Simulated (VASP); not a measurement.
# HfB2: single point with PBE

Crystal: HfB2.

```xyz
3
Lattice="3.1327 0.0000 0.0000 -1.5663 2.7130 0.0000 0.0000 0.0000 3.4792" Properties=species:S:1:pos:R:3 pbc="T T T"
Hf    0.0000    0.0000    0.0000
B     0.0000    1.8087    1.7396
B     1.5663    0.9043    1.7396
```

```
Program                : VASP 6.6.1
Task                   : single point
Functional             : PBE
Potentials or basis    : VASP PAW PBE potentials, release 64 (Hf_pv, B)
Cutoff                 : 500 eV
k mesh                 : 6 × 6 × 4
Occupations            : gaussian, width 0.1 eV
Spin                   : no spin polarisation
Dipole correction      : no
Further INCAR settings : ALGO = Normal; EDIFF = 1e-06; NBANDS = 15
```

* Pressure: 2.5 GPa
* Band gap on the k mesh: zero (band 8 reaches 8.04 eV, above the bottom of band 9 at 7.40 eV)

Stress tensor (GPa, compression positive):
```
3.68 0.00 0.00
0.00 3.68 0.00
0.00 0.00 0.15
```

Levels at points of the mesh, in eV from the Fermi level:
| k point | band 5 | band 6 | band 7 | band 8 | band 9 | band 10 | band 11 | band 12 |
| --- | --- | --- | --- | --- | --- | --- | --- | --- |
| (0.00, 0.00, 0.00) | -2.67 | -2.54 | -2.54 | -2.45 | 4.40 | 4.40 | 5.03 | 5.03 |
| (0.50, 0.00, 0.00) | -8.71 | -3.81 | -3.09 | -2.52 | 2.46 | 3.09 | 5.96 | 6.15 |
| (0.00, 0.00, 0.50) | -8.03 | -0.84 | -0.84 | 0.69 | 0.69 | 1.38 | 1.38 | 2.56 |
| (0.50, 0.00, 0.50) | -7.18 | -4.63 | -4.36 | -2.31 | 4.38 | 4.50 | 6.68 | 7.57 |

It took 17 s on 1 thread of Intel Xeon 8259CL, on a shared host, peak memory 0.15 GiB.

Caveat: the k points lie up to 0.45 Å⁻¹ apart; spin-orbit coupling is left out, which moves the levels of the heavy elements.
